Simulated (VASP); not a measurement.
# ZnS (F-43m) in VASP: further runs

ZnS is run at these levels: PBE, PBEsol; tasks: vibrations by perturbation theory, dielectric tensor.

Everything below comes from runs of VASP 6.6.1. Logs are shortened: lines on timing, memory, paths and dates and some standing lists are left out, and cuts for length are marked.

**1. The cell of the first run**

The structure is cubic, space group F-43m (No. 216). The conventional cell has a = 5.404 Å, b = 5.404 Å, c = 5.404 Å, α = 90.00°, β = 90.00°, γ = 90.00°. Zn (site symmetry -43m) has 4 S at 2.34 Å within 3.1 Å. Within 3.1 Å of S (site symmetry -43m) lie 4 Zn at 2.34 Å.

**2. Vibrations by perturbation theory, PBE**

INCAR reads:

```
PREC = Accurate
ENCUT = 520
EDIFF = 1E-8
ISMEAR = -1
SIGMA = 0.05
LREAL = F
LASPH = T
NELM = 100
ALGO = Normal
ISIF = 2
LWAVE = F
LCHARG = F
GGA = PE
IBRION = 8
NSW = 1
```

KPOINTS reads:

```
regular mesh
0
Gamma
  7 7 7
```

POSCAR reads:

```
ZnS
1.0
    0.0000000000      2.7020000000      2.7020000000
    2.7020000000      0.0000000000      2.7020000000
    2.7020000000      2.7020000000      0.0000000000
Zn S
1 1
Direct
    0.7500000000      0.7500000000      0.7500000000
    0.0000000000      0.0000000000      0.0000000000
```

Potentials or basis: VASP PAW PBE potentials, release 64 (Zn, S).

Started as:

```bash
> cat potpaw_PBE.64/Zn/POTCAR potpaw_PBE.64/S/POTCAR > POTCAR
> mpirun -np 1 vasp_std > vasp.out
```

OUTCAR:

```text
PREC = Accurate
   ENCUT = 520
   EDIFF = 1E-8
   ISMEAR = -1
   LREAL = F
   LASPH = T
   NELM = 100
   ISIF = 2
   GGA = PE
   IBRION = 8
   NSW = 1

 ion  position               nearest neighbor table
   1  0.750  0.750  0.750-   2 2.34   2 2.34   2 2.34   2 2.34
   2  0.000  0.000  0.000-   1 2.34   1 2.34   1 2.34   1 2.34

  LATTYP: Found a face centered cubic cell.
 ALAT       =     5.4040000000

  Lattice vectors:

 A1 = (   0.0000000000,   2.7020000000,   2.7020000000)
 A2 = (   2.7020000000,   0.0000000000,   2.7020000000)
 A3 = (   2.7020000000,   2.7020000000,   0.0000000000)

Analysis of symmetry for initial positions (statically):
=====================================================================
 Subroutine PRICEL returns:
 Original cell was already a primitive cell.

 Routine SETGRP: Setting up the symmetry group for a
 face centered cubic supercell.

 Subroutine GETGRP returns: Found 24 space group operations
 (whereof 24 operations were pure point group operations)
 out of a pool of 48 trial point group operations.

The static configuration has the point symmetry T_d .

Analysis of symmetry for dynamics (positions and initial velocities):
=====================================================================
 Subroutine PRICEL returns:
 Original cell was already a primitive cell.

 Routine SETGRP: Setting up the symmetry group for a
 face centered cubic supercell.

 Subroutine GETGRP returns: Found 24 space group operations
 (whereof 24 operations were pure point group operations)
 out of a pool of 48 trial point group operations.

The dynamic configuration has the point symmetry T_d .

 Subroutine INISYM returns: Found 24 space group operations
 (whereof 24 operations are pure point group operations),
 and found     1 'primitive' translations

----------------------------------------------------------------------------------------

[... 471 lines left out ...]
  external PRESSURE =      17.5880142 kB  Pullay stress =       0.0000000 kB

 VOLUME and BASIS-vectors are now :
 -----------------------------------------------------------------------------
  energy-cutoff  :      520.00
  volume of cell :       39.45
      direct lattice vectors                 reciprocal lattice vectors
     0.000000000  2.702000000  2.702000000    -0.185048113  0.185048113  0.185048113
     2.702000000  0.000000000  2.702000000     0.185048113 -0.185048113  0.185048113
     2.702000000  2.702000000  0.000000000     0.185048113  0.185048113 -0.185048113

 POSITION                                       TOTAL-FORCE (eV/Angst)
 -----------------------------------------------------------------------------------
      4.05300      4.05300      4.05300         0.000000      0.000000     -0.000000
      0.00000      0.00000      0.00000        -0.000000     -0.000000      0.000000
 -----------------------------------------------------------------------------------
    total drift:                                0.000001      0.000001      0.000001

  FREE ENERGIE OF THE ION-ELECTRON SYSTEM (eV)
  ---------------------------------------------------
  free  energy   TOTEN  =        -6.8464295543 eV

  energy  without entropy=       -6.8464295543  energy(sigma->0) =       -6.84642955

[... ionic steps 2 to 3 ...]

--------------------------------------- Ionic step        4  -------------------------------------------

------------------------ aborting loop because EDIFF is reached ----------------------------------------

[... ionic steps 5 to 6 ...]

--------------------------------------- Ionic step        7  -------------------------------------------

 Free energy of the ion-electron system (eV)
  ---------------------------------------------------
  ---------------------------------------------------
  free energy    TOTEN  =        -0.10577878 eV

  energy without entropy =       -0.10577878

------------------------ aborting loop because EDIFF is reached ----------------------------------------

 INTERNAL STRAIN TENSOR  FOR ION    2  DIRECTION 1   (eV/Angst):
 -----------------------------------------------------------------------------
    -0.00293  0.00000  0.00000
     0.00000  0.00918 -5.59303
     0.00000 -5.59303  0.00918

 INTERNAL STRAIN TENSOR FOR ION    2 for displacements in x,y,z  (eV/Angst):
          X           Y           Z          XY          YZ          ZX
  --------------------------------------------------------------------------------
  x     0.00000     0.00000     0.00000     0.00000    -5.59303     0.00000
  y     0.00000     0.00000     0.00000     0.00000     0.00000    -5.59303
  z     0.00000     0.00000     0.00000    -5.59303     0.00000     0.00000

 SECOND DERIVATIVES (NOT SYMMETRIZED)
 ------------------------------------
               1X          1Y          1Z          2X          2Y          2Z
  1X    -5.826362    0.000000    0.000000    5.826362    0.000000    0.000000
  1Y     0.000000   -5.826362    0.000000    0.000000    5.826362    0.000000
  1Z     0.000000    0.000000   -5.826362    0.000000    0.000000    5.826362
  2X     5.816325    0.000000    0.000000   -5.816325    0.000000    0.000000
  2Y     0.000000    5.816325    0.000000    0.000000   -5.816325    0.000000
  2Z     0.000000    0.000000    5.816325    0.000000    0.000000   -5.816325

 Eigenvectors and eigenvalues of the dynamical matrix
 ----------------------------------------------------

   1 f  =    8.130637 THz    51.086301 2PiTHz  271.208868 cm-1    33.625599 meV
             X         Y         Z           dx          dy          dz
      4.053000  4.053000  4.053000     0.573944    0.000000    0.000000
      0.000000  0.000000  0.000000    -0.818895   -0.000000    0.000000
[... 21 lines left out ...]
   6 f/i=    0.003295 THz     0.020700 2PiTHz    0.109893 cm-1     0.013625 meV
             X         Y         Z           dx          dy          dz
      4.053000  4.053000  4.053000     0.082481    0.296262    0.758956
      0.000000  0.000000  0.000000     0.057809    0.207643    0.531934

--------------------------------------------------------------------------------------------------------

 ELASTIC MODULI CONTR FROM IONIC RELAXATION (kBar)
 Direction    XX          YY          ZZ          XY          YZ          ZX
 --------------------------------------------------------------------------------
 XX          -0.0000     -0.0000     -0.0000      0.0000     -0.0000     -0.0000
 YY          -0.0000     -0.0000     -0.0000      0.0000      0.0000     -0.0000
 ZZ          -0.0000     -0.0000     -0.0000     -0.0000      0.0000     -0.0000
 XY           0.0000      0.0000     -0.0000   -218.0252     -0.0000      0.0000
 YZ          -0.0000      0.0000      0.0000     -0.0000   -218.0252     -0.0000
 ZX          -0.0000     -0.0000     -0.0000      0.0000     -0.0000   -218.0252
 --------------------------------------------------------------------------------
```

Run time: 74 s. Hardware: 1 thread of Intel Xeon Platinum 8488C (Sapphire Rapids), shared host; peak memory 0.23 GiB.

What came out:

| Property | Result |
| --- | --- |
| Highest phonon frequency at Γ, LO-TO splitting left out | 271 cm⁻¹ |

Phonon frequencies in cm⁻¹ (negative: imaginary):
```tsv
q point	frequencies
(0.000, 0.000, 0.000)	0 0 0 271 271 271
```

Caveat: the cell wasn't relaxed at this level first, which shifts response properties.

**3. Dielectric tensor, PBEsol**

INCAR reads:

```
SYSTEM = ZnS
PREC = Accurate
ENCUT = 520
EDIFF = 1E-8
ISMEAR = 0
SIGMA = 0.01
LREAL = .FALSE.
LASPH = .TRUE.
NELM = 60
ALGO = Normal
ISIF = 2
LWAVE = .FALSE.
LCHARG = .FALSE.
GGA = PS
LEPSILON = .TRUE.
```

KPOINTS reads:

```
Automatic mesh
0
G
  9 9 9
  0 0 0
```

POSCAR is that of step 2.

Potentials or basis: VASP PAW PBE potentials, release 64 (Zn, S).

Started as:

```bash
> cat potpaw_PBE.64/Zn/POTCAR potpaw_PBE.64/S/POTCAR > POTCAR
> mpirun -np 1 vasp_std > vasp.out
```

OUTCAR:

```text
SYSTEM = ZnS
   PREC = Accurate
   ENCUT = 520
   EDIFF = 1E-8
   ISMEAR = 0
   LREAL = .FALSE.
   LASPH = .TRUE.
   NELM = 60
   ISIF = 2
   GGA = PS
   LEPSILON = .TRUE.

 ion  position               nearest neighbor table
   1  0.750  0.750  0.750-   2 2.34   2 2.34   2 2.34   2 2.34
   2  0.000  0.000  0.000-   1 2.34   1 2.34   1 2.34   1 2.34

  LATTYP: Found a face centered cubic cell.
 ALAT       =     5.4040000000

  Lattice vectors:

 A1 = (   0.0000000000,   2.7020000000,   2.7020000000)
 A2 = (   2.7020000000,   0.0000000000,   2.7020000000)
[... 631 lines left out ...]
 -----------------------------------------------------------------------------
    -0.00033 -0.67610  0.00000
    -0.67610 -0.00033  0.00000
     0.00000  0.00000  0.00000

 MACROSCOPIC STATIC DIELECTRIC TENSOR (including local field effects in DFT)
 ------------------------------------------------------
           6.139964     0.000000    -0.000000
           0.000000     6.139964     0.000000
           0.000000    -0.000000     6.139964
 ------------------------------------------------------

 PIEZOELECTRIC TENSOR (including local field effects)  for field in x, y, z        (e  Angst)
          XX          YY          ZZ          XY          YZ          ZX
  --------------------------------------------------------------------------------
  x    -0.00000     0.00000    -0.00000     0.00000    -1.68056     0.00000
  y     0.00000     0.00000    -0.00000     0.00000     0.00000    -1.68056
  z     0.00000     0.00000     0.00000    -1.68056     0.00000     0.00000

 PIEZOELECTRIC TENSOR (including local field effects)  for field in x, y, z        (C/m^2)
          XX          YY          ZZ          XY          YZ          ZX
  --------------------------------------------------------------------------------
  x    -0.00000     0.00000    -0.00000     0.00000    -0.68246     0.00000
  y     0.00000     0.00000    -0.00000     0.00000     0.00000    -0.68246
  z     0.00000     0.00000     0.00000    -0.68246     0.00000     0.00000

 BORN EFFECTIVE CHARGES (including local field effects) (in |e|, cummulative output)
 ---------------------------------------------------------------------------------
 ion    1
    1     2.00086     0.00000    -0.00000
    2    -0.00000     2.00086     0.00000
    3     0.00000     0.00000     2.00086
 ion    2
    1    -2.00086    -0.00000     0.00000
    2     0.00000    -2.00086    -0.00000
    3     0.00000     0.00000    -2.00086
```

stdout:

```text
POSCAR found type information on POSCAR ZnS
 POSCAR found :  2 types and       2 ions
 scaLAPACK will be used
 -----------------------------------------------------------------------------
|                                                                             |
|                                                                             |
|     You enforced a specific xc type in the INCAR file but a different       |
[... 28 lines left out ...]
  Direction:   1
 dielectric tensor                  component  1 :     6.140     1.167     0.662
 Linear response to external field, progress :
  Direction:   2
 dielectric tensor                  component  2 :     1.091     6.140     0.503
 Linear response to external field, progress :
  Direction:   3
 dielectric tensor                  component  3 :     0.866     0.964     6.140
 Born effective charges drift removed
```

Run time: 6.1 min. Hardware: 1 thread of AMD EPYC 7R43 (Zen 3), shared host; peak memory 0.25 GiB.

What came out:

```yaml
Band_gap_on_the_k_mesh: 1.98 eV, direct
Electronic_dielectric_tensor_diagonal: 6.14
Born_charges_mean_of_the_diagonal: Zn +2.00; S -2.00 e
```

Electronic dielectric tensor:
```
6.14 0.00 0.00
0.00 6.14 0.00
0.00 0.00 6.14
```

Born effective charge tensors (e):
atom 1, Zn
```
2.00 0.00 0.00
0.00 2.00 0.00
0.00 0.00 2.00
```
atom 2, S
```
-2.00  0.00  0.00
 0.00 -2.00  0.00
 0.00  0.00 -2.00
```

Caveat: the PAW data sets were made with another functional, which shifts forces and pressure a little. Expect the measured gap to be larger: semilocal functionals such as PBEsol lack the derivative discontinuity.

**4. Dielectric tensor, PBEsol**

INCAR reads:

```
PREC = Accurate
ENCUT = 520
EDIFF = 1E-8
ISMEAR = 0
SIGMA = 0.01
LREAL = F
LASPH = T
NELM = 100
ALGO = Normal
ISIF = 2
LWAVE = F
LCHARG = F
GGA = PS
LEPSILON = T
```

KPOINTS reads:

```
regular mesh
0
Gamma
  9 9 9
```

POSCAR is that of step 3.

Potentials or basis: VASP PAW PBE potentials, release 64 (Zn, S).

Started as:

```bash
> cat potpaw_PBE.64/Zn/POTCAR potpaw_PBE.64/S/POTCAR > POTCAR
> mpirun -np 1 vasp_std > vasp.out
```

OUTCAR:

```text
PREC = Accurate
   ENCUT = 520
   EDIFF = 1E-8
   ISMEAR = 0
   LREAL = F
   LASPH = T
   NELM = 100
   ISIF = 2
   GGA = PS
   LEPSILON = T

 ion  position               nearest neighbor table
   1  0.750  0.750  0.750-   2 2.34   2 2.34   2 2.34   2 2.34
   2  0.000  0.000  0.000-   1 2.34   1 2.34   1 2.34   1 2.34

  LATTYP: Found a face centered cubic cell.
 ALAT       =     5.4040000000

  Lattice vectors:

 A1 = (   0.0000000000,   2.7020000000,   2.7020000000)
 A2 = (   2.7020000000,   0.0000000000,   2.7020000000)
 A3 = (   2.7020000000,   2.7020000000,   0.0000000000)

Analysis of symmetry for initial positions (statically):
=====================================================================
 Subroutine PRICEL returns:
 Original cell was already a primitive cell.

 Routine SETGRP: Setting up the symmetry group for a
 face centered cubic supercell.

 Subroutine GETGRP returns: Found 24 space group operations
 (whereof 24 operations were pure point group operations)
 out of a pool of 48 trial point group operations.

The static configuration has the point symmetry T_d .

Analysis of symmetry for dynamics (positions and initial velocities):
=====================================================================
 Subroutine PRICEL returns:
 Original cell was already a primitive cell.

 Routine SETGRP: Setting up the symmetry group for a
 face centered cubic supercell.

 Subroutine GETGRP returns: Found 24 space group operations
 (whereof 24 operations were pure point group operations)
 out of a pool of 48 trial point group operations.

The dynamic configuration has the point symmetry T_d .

 Subroutine INISYM returns: Found 24 space group operations
 (whereof 24 operations are pure point group operations),
[... 560 lines left out ...]

 HEAD OF MICROSCOPIC STATIC DIELECTRIC TENSOR (INDEPENDENT PARTICLE, excluding Hartree and local field effects)
 ------------------------------------------------------
           6.573802     0.000000     0.000000
           0.000000     6.573802     0.000000
          -0.000000     0.000000     6.573802
 ------------------------------------------------------

 Free energy of the ion-electron system (eV)
  ---------------------------------------------------
  ---------------------------------------------------
  free energy    TOTEN  =        -0.59955618 eV

  energy without entropy =       -0.59955618

------------------------ aborting loop because EDIFF is reached ----------------------------------------

--------------------------------------- Ionic step        2  -------------------------------------------

------------------------ aborting loop because EDIFF is reached ----------------------------------------

--------------------------------------- Ionic step        3  -------------------------------------------

 Free energy of the ion-electron system (eV)
  ---------------------------------------------------
  ---------------------------------------------------
  free energy    TOTEN  =        -0.59955618 eV

  energy without entropy =       -0.59955618

------------------------ aborting loop because EDIFF is reached ----------------------------------------

 PIEZOELECTRIC TENSOR FIELD DIRECTION 3  (e Angst)
 -----------------------------------------------------------------------------
    -0.00082 -1.66490  0.00000           ( -0.00000  0.02138  0.00000)
    -1.66490 -0.00082  0.00000           (  0.02138 -0.00000  0.00000)
     0.00000  0.00000  0.00000           (  0.00000  0.00000 -0.00000)

 PIEZOELECTRIC TENSOR FIELD DIRECTION 3  (C/m^2)
 -----------------------------------------------------------------------------
    -0.00033 -0.67610  0.00000
    -0.67610 -0.00033  0.00000
     0.00000  0.00000  0.00000

 MACROSCOPIC STATIC DIELECTRIC TENSOR (including local field effects in DFT)
 ------------------------------------------------------
           6.139964     0.000000    -0.000000
          -0.000000     6.139964     0.000000
          -0.000000    -0.000000     6.139964
 ------------------------------------------------------

 PIEZOELECTRIC TENSOR (including local field effects)  for field in x, y, z        (e  Angst)
          XX          YY          ZZ          XY          YZ          ZX
  --------------------------------------------------------------------------------
  x     0.00000    -0.00000    -0.00000    -0.00000    -1.68056     0.00000
  y    -0.00000     0.00000     0.00000     0.00000    -0.00000    -1.68056
  z     0.00000    -0.00000     0.00000    -1.68056     0.00000    -0.00000

 PIEZOELECTRIC TENSOR (including local field effects)  for field in x, y, z        (C/m^2)
          XX          YY          ZZ          XY          YZ          ZX
  --------------------------------------------------------------------------------
  x     0.00000    -0.00000    -0.00000    -0.00000    -0.68246     0.00000
  y    -0.00000     0.00000     0.00000     0.00000    -0.00000    -0.68246
  z     0.00000    -0.00000     0.00000    -0.68246     0.00000    -0.00000

 BORN EFFECTIVE CHARGES (including local field effects) (in |e|, cummulative output)
 ---------------------------------------------------------------------------------
 ion    1
    1     2.00086     0.00000    -0.00000
    2     0.00000     2.00086     0.00000
    3    -0.00000     0.00000     2.00086
 ion    2
    1    -2.00086     0.00000     0.00000
    2     0.00000    -2.00086    -0.00000
    3     0.00000    -0.00000    -2.00086
```

stdout:

```text
POSCAR found type information on POSCAR ZnS
 POSCAR found :  2 types and       2 ions
 scaLAPACK will be used
 -----------------------------------------------------------------------------
|                                                                             |
|                                                                             |
|     You enforced a specific xc type in the INCAR file but a different       |
[... 28 lines left out ...]
  Direction:   1
 dielectric tensor                  component  1 :     6.140     1.167     0.662
 Linear response to external field, progress :
  Direction:   2
 dielectric tensor                  component  2 :     1.091     6.140     0.503
 Linear response to external field, progress :
  Direction:   3
 dielectric tensor                  component  3 :     0.866     0.964     6.140
 Born effective charges drift removed
```

It took 2.3 min on 1 thread of Intel Xeon 6975P-C (Granite Rapids), shared host; peak memory 0.29 GiB.

What came out:

```yaml
Band_gap_on_the_k_mesh: 1.98 eV, direct
Electronic_dielectric_tensor_diagonal: 6.14
Born_charges_mean_of_the_diagonal: Zn +2.00; S -2.00 e
```

Electronic dielectric tensor:
```
6.14 0.00 0.00
0.00 6.14 0.00
0.00 0.00 6.14
```

Born effective charge tensors (e):
atom 1, Zn
```
2.00 0.00 0.00
0.00 2.00 0.00
0.00 0.00 2.00
```
atom 2, S
```
-2.00  0.00  0.00
 0.00 -2.00  0.00
 0.00  0.00 -2.00
```

Caveat: the PAW data sets were made with another functional, which shifts forces and pressure a little. Expect the measured gap to be larger: semilocal functionals such as PBEsol lack the derivative discontinuity.
